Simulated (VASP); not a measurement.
Set up this calculation in VASP 6.6.1, as the native input.

* Task: relaxation of cell and atoms
* Functional: PBE
* Potentials or basis: VASP PAW PBE potentials, release 64 (In_d, Sb, Te)
* Cutoff: 600 eV
* k mesh: 3 × 3 × 4
* Occupations: gaussian, width 0.1 eV
* Spin: no spin polarisation
* Dipole correction: no
* Further INCAR settings: ALGO = Normal; EDIFF = 1e-07; IBRION = 2; EDIFFG = -0.04; NSW = 90; ISIF = 3

The structure of In3SbTe2 lies in POSCAR:

```
In3SbTe2
1.0
    6.3161457400      0.0000000000      0.0000000000
   -3.1580728700      5.4699426700      0.0000000000
    0.0000000000      0.0000000000      6.0090670600
In Sb Te
3 1 2
Direct
    0.5000000000      0.0000000000      0.9191321800
    0.0000000000      0.5000000000      0.9191321800
    0.5000000000      0.5000000000      0.9191321800
    0.0000000000      0.0000000000      0.2407854200
    0.3333333300      0.6666666700      0.1837117300
    0.6666666700      0.3333333300      0.1837117300
```

The cell was built from a structure type or drawn by symmetry, and may not be a known phase.

The input as run:

INCAR

```
SYSTEM = In3SbTe2
PREC = Accurate
ENCUT = 600
EDIFF = 1E-7
ISMEAR = 0
SIGMA = 0.1
LREAL = .False.
LASPH = .True.
NELM = 80
ALGO = Normal
ISIF = 3
LWAVE = .False.
LCHARG = .False.
GGA = PE
IBRION = 2
NSW = 90
EDIFFG = -0.04
```

KPOINTS

```
regular mesh
0
Gamma
  3 3 4
  0 0 0
```

Potentials or basis: VASP PAW PBE potentials, release 64 (In_d, Sb, Te).

The run is started by

```sh
$ cat potpaw_PBE.64/In_d/POTCAR potpaw_PBE.64/Sb/POTCAR potpaw_PBE.64/Te/POTCAR > POTCAR
$ mpirun -np 1 vasp_std > vasp.out
```

Results of the run:

- Relaxed volume: 32.29 Å³/atom
- Relaxed cell: a = 5.983 Å, b = 5.983 Å, c = 6.248 Å, α = 90.00°, β = 90.00°, γ = 120.00°
- Space group after relaxing (to 0.1 Å): P6mm (No. 183)
- Energy gained by relaxing: 1453.7 meV/atom
- Ionic steps: 32
- Pressure after relaxing: -0.1 GPa
- Largest force after relaxing: 0.040 eV/Å
- Band gap on the k mesh: zero (bands 28 and 29 overlap by 1.18 eV)

Caveat: the k points lie up to 0.40 Å⁻¹ apart in the final cell, too coarse for converged energies and pressures of a metal; spin-orbit coupling is left out, which moves the levels of the heavy elements.

Wall time 28 min on 1 thread of Intel(R) Xeon(R) Platinum 8488C (Sapphire Rapids), on a shared host, peak memory 0.39 GiB.
